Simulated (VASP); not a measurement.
# Ti4C in VASP: relaxation of the atoms with PBE

Aim: the relaxation of the atoms of Ti4C with PBE.

All numbers are computed with VASP 6.6.1; they aren't measurements. Logs are shortened: lines on timing, memory, paths and dates and some standing lists are left out, and cuts for length are marked.

### Step 1. The cell of the first run

The cell holds a slab with vacuum, 5 atoms: a = 3.256 Å, b = 3.256 Å, c = 20.180 Å, α = 90.00°, β = 90.00°, γ = 90.00°.

### Step 2. Relaxation of the atoms, PBE

INCAR reads:

```
SYSTEM = Ti4C
  PREC = Accurate
  ENCUT = 520
  EDIFF = 1E-6
  ISMEAR = 0
  SIGMA = 0.1
  LREAL = .FALSE.
  LASPH = .TRUE.
  NELM = 100
  ALGO = Fast
  ISIF = 2
  LWAVE = .FALSE.
  LCHARG = .FALSE.
  LDIPOL = .TRUE.
  IDIPOL = 3
  DIPOL = 0.5 0.5 0.351
  GGA = PE
  IBRION = 2
  NSW = 36
  EDIFFG = -0.025
```

KPOINTS reads:

```
Automatic mesh
0
G
  8 8 1
  0 0 0
```

POSCAR reads:

```
Ti4C
1.0
    3.2555055347      0.0000000000      0.0000000000
    0.0000000000      3.2555055347      0.0000000000
    0.0000000000      0.0000000000     20.1798089631
Ti C
4 1
Selective dynamics
Direct
    0.5000000000      0.5000000000      0.1982179320  F F F
    0.0000000000      0.0000000000      0.2788803788  F F F
    0.5000000000      0.5000000000      0.3551905195  F F F
    0.0000000000      0.0000000000      0.4301234456  F F F
    0.0000000000      0.5000000000      0.4905799149  F F T
```

Potentials or basis: VASP PAW PBE potentials, release 64 (Ti_sv, C).

Command:

```
cat potpaw_PBE.64/Ti_sv/POTCAR potpaw_PBE.64/C/POTCAR > POTCAR
mpirun -np 1 vasp_std > vasp.out
```

OUTCAR:

```text
SYSTEM = Ti4C
   PREC = Accurate
   ENCUT = 520
   EDIFF = 1E-6
   ISMEAR = 0
   LREAL = .FALSE.
   LASPH = .TRUE.
   NELM = 100
   ISIF = 2
   GGA = PE
   IBRION = 2
   NSW = 36
   EDIFFG = -0.025

 ion  position               nearest neighbor table
   1  0.500  0.500  0.198-   2 2.82   2 2.82   2 2.82   2 2.82
   2  0.000  0.000  0.279-   3 2.77   3 2.77   3 2.77   3 2.77   1 2.82   1 2.82   1 2.82   1 2.82

   3  0.500  0.500  0.355-   4 2.75   4 2.75   4 2.75   4 2.75   2 2.77   2 2.77   2 2.77   2 2.77

   4  0.000  0.000  0.430-   5 2.03   5 2.03   3 2.75   3 2.75   3 2.75   3 2.75
   5  0.000  0.500  0.491-   4 2.03   4 2.03

  LATTYP: Found a simple tetragonal cell.
 ALAT       =     3.2555055347
 C/A-ratio  =     6.1986713732

  Lattice vectors:

 A1 = (   3.2555055347,   0.0000000000,   0.0000000000)
 A2 = (   0.0000000000,   3.2555055347,   0.0000000000)
 A3 = (   0.0000000000,   0.0000000000,  20.1798089631)

Analysis of symmetry for initial positions (statically):
=====================================================================
 Subroutine PRICEL returns:
 Original cell was already a primitive cell.

 Routine SETGRP: Setting up the symmetry group for a
 simple tetragonal supercell.

 Subroutine GETGRP returns: Found  4 space group operations
 (whereof  4 operations were pure point group operations)
 out of a pool of 16 trial point group operations.

The static configuration has the point symmetry C_2v.

Analysis of symmetry for dynamics (positions and initial velocities):
=====================================================================
 Subroutine PRICEL returns:
 Original cell was already a primitive cell.

 Routine SETGRP: Setting up the symmetry group for a
 simple tetragonal supercell.

 Subroutine GETGRP returns: Found  4 space group operations
 (whereof  4 operations were pure point group operations)
 out of a pool of 16 trial point group operations.

The dynamic configuration has the point symmetry C_2v.

Analysis of constrained symmetry for selective dynamics:
=====================================================================
 Subroutine PRICEL returns:
 Original cell was already a primitive cell.

 Routine SETGRP: Setting up the symmetry group for a
 simple tetragonal supercell.

 Subroutine GETGRP returns: Found  4 space group operations
[... 120 lines left out ...]
   NUPDOWN=      -1.0000    fix difference up-down
   EMIN   =  10.00;   EMAX   =-10.00  energy-range for DOS
   EFERMI =   0.00;   METHOD = LEGACY
   ISMEAR =     0;   SIGMA  =   0.10  broadening in eV -4-tet -1-fermi 0-gaus
   EFERMI_NEDOS =   21; number of points for ismear=-14 and -15
   IALGO  =     68    algorithm
   IMIX   =      4    mixing-type and parameters
     AMIX     =   0.40;   BMIX     =  1.00
     AMIX_MAG =   1.60;   BMIX_MAG =  1.00
  volume/ion in A,a.u.               =      42.77       288.66
  Fermi-wavevector in a.u.,A,eV,Ry     =   1.021781  1.930887 14.204987  1.044037
  Thomas-Fermi vector in A             =   2.155425
   LORBIT       =      0    0 simple, 1 ext, 2 COOP (PROOUT), +10 PAW based schemes
   GGA     = PE    functional components
   LHFCALC =     F    Hartree Fock is set to
   AEXX    =    0.0000 exact exchange contribution
   IVDW    =     0    specifies the selected vdW correction
   LEPSILON=     F    determine dielectric tensor
   LRPA    =     F    only Hartree local field effects (RPA)
 conjugate gradient relaxation of ions
 non-spin polarized calculation
 RMM-DIIS sequential band-by-band and
 Gauss-broadening in eV      SIGMA  =   0.10
  energy-cutoff  :      520.00
  volume of cell :      213.87
 maximum number of plane-waves:      5810
   NGX = 13   NGY = 13   NGZ = 75

--------------------------------------- Ionic step        1  -------------------------------------------

 number of electron      52.0000024 magnetization

 Free energy of the ion-electron system (eV)
  ---------------------------------------------------
  ext. energy  EPLUGINS =         0.00000000
  ---------------------------------------------------
  free energy    TOTEN  =       -35.68626497 eV

  energy without entropy =      -35.64035270  energy(sigma->0) =      -35.66330884

------------------------ aborting loop EDIFF was not reached (unconverged)  ----------------------------

  FORCE on cell =-STRESS in cart. coord.  units (eV):
  Direction    XX          YY          ZZ          XY          YZ          ZX
  --------------------------------------------------------------------------------------
  -------------------------------------------------------------------------------------
  Total       -1.2483884     -1.1864231     -3.0511935      0.0000000      0.0000000      0.0000000
  in kB       -9.3520403     -8.8878408    -22.8573781      0.0000000      0.0000000      0.0000000
  external PRESSURE =     -13.6990864 kB  Pullay stress =       0.0000000 kB
[... 104 lines left out ...]
--------------------------------------- Ionic step        4  -------------------------------------------

 number of electron      52.0000024 magnetization

 dipolmoment           0.000000      0.000000      0.201749 electrons x Angstroem

 Free energy of the ion-electron system (eV)
  ---------------------------------------------------
  ext. energy  EPLUGINS =         0.00000000
  ---------------------------------------------------
  free energy    TOTEN  =       -36.01438993 eV

  energy without entropy =      -35.97422553  energy(sigma->0) =      -35.99430773

 E-fermi :  -0.4485     XC(G=0):  -5.0230

 val. band max:       -0.4803852912   @ k =   0.0000   0.2500   0.0000
 cond. band min:      -0.4430026764   @ k =   0.5000   0.5000   0.0000
 fundamental gap:      0.0373826148
 Fermi energy:        -0.4485062489

 k-point     1 :       0.0000    0.0000    0.0000
  band No.  band energies     occupation
      1     -57.5056      2.00000
      2     -56.8791      2.00000
      3     -56.6864      2.00000
      4     -56.1648      2.00000
      5     -33.8584      2.00000
      6     -33.6678      2.00000
[... 805 lines left out ...]
     30       1.2926      0.00000
     31       1.3530      0.00000

 [... further k-points ...]

------------------------ aborting loop because EDIFF is reached ----------------------------------------

 vacuum level on the upper side and lower side of the slab       (xc-potential included)         1.669        -1.684

  FORCE on cell =-STRESS in cart. coord.  units (eV):
  Direction    XX          YY          ZZ          XY          YZ          ZX
  --------------------------------------------------------------------------------------
  -------------------------------------------------------------------------------------
  Total       -0.8926304      3.9978427     -0.1051546      0.0000000      0.0000000      0.0000000
  in kB       -6.6869540     29.9490019     -0.7877434      0.0000000      0.0000000      0.0000000
  external PRESSURE =       7.4914348 kB  Pullay stress =       0.0000000 kB
[... 20 lines left out ...]
  FREE ENERGIE OF THE ION-ELECTRON SYSTEM (eV)
  ---------------------------------------------------
  free  energy   TOTEN  =       -36.0143899335 eV

  energy  without entropy=      -35.9742255305  energy(sigma->0) =      -35.99430773

 reached required accuracy - stopping structural energy minimisation

 vacuum level on the upper side and lower side of the slab         6.249         2.805
```

OSZICAR:

```text
N       E                     dE             d eps       ncg     rms          rms(c)
DAV:   1     0.610146993056E+03    0.61015E+03   -0.28439E+04  1830   0.166E+03
DAV:   2     0.456592944206E+02   -0.56449E+03   -0.55677E+03  1650   0.513E+02
DAV:   3    -0.306623550941E+02   -0.76322E+02   -0.74386E+02  2684   0.160E+02
DAV:   4    -0.436421540589E+02   -0.12980E+02   -0.12882E+02  2357   0.570E+01
[... 161 lines left out ...]
RMM:   5    -0.360144097431E+02    0.90694E-06   -0.36165E-04  2014   0.921E-02    0.319E-02
RMM:   6    -0.360143923541E+02    0.17389E-04   -0.13119E-04  1983   0.716E-02    0.166E-02
RMM:   7    -0.360143889764E+02    0.33777E-05   -0.34785E-05  1699   0.269E-02    0.601E-03
RMM:   8    -0.360143893265E+02   -0.35011E-06   -0.17261E-05  1553   0.158E-02    0.334E-03
RMM:   9    -0.360143899335E+02   -0.60709E-06   -0.76140E-06  1463   0.113E-02
   4 F= -.36014390E+02 E0= -.35994308E+02  d E =-.328125E+00
```

Run time: 46 min. Hardware: 1 thread of Oxide Virtual Turin-like, shared host; peak memory 0.35 GiB.

What came out:

```
Free energy               : -36.0144 eV
Energy gained by relaxing : 65.6 meV/atom
Ionic steps               : 4
Band gap on the k mesh    : zero (bands 26 and 27 overlap by 0.64 eV)
```

The path:
| step | energy change (eV) | largest force on free atoms (eV/Å) | pressure (GPa) |
| --- | --- | --- | --- |
| 1 | 0.0000 | 2.3402 | -1.37 |
| 2 | -0.2157 | 1.4433 | -0.54 |
| 3 | -0.3278 | 0.0843 | 0.67 |
| 4 | -0.3281 | 0.0105 | 0.75 |

Final structure:
```yaml
crystal:
  lattice:
    - [3.25551, 0.00000, 0.00000]
    - [0.00000, 3.25551, 0.00000]
    - [0.00000, 0.00000, 20.17981]
  atoms:
    - { symbol: Ti, position: [0.50000, 0.50000, 0.19822] }
    - { symbol: Ti, position: [0.00000, 0.00000, 0.27888] }
    - { symbol: Ti, position: [0.50000, 0.50000, 0.35519] }
    - { symbol: Ti, position: [0.00000, 0.00000, 0.43012] }
    - { symbol: C, position: [0.00000, 0.50000, 0.47751] }
```

The gap in the log of VASP goes by the Fermi energy; the results here count the filled bands.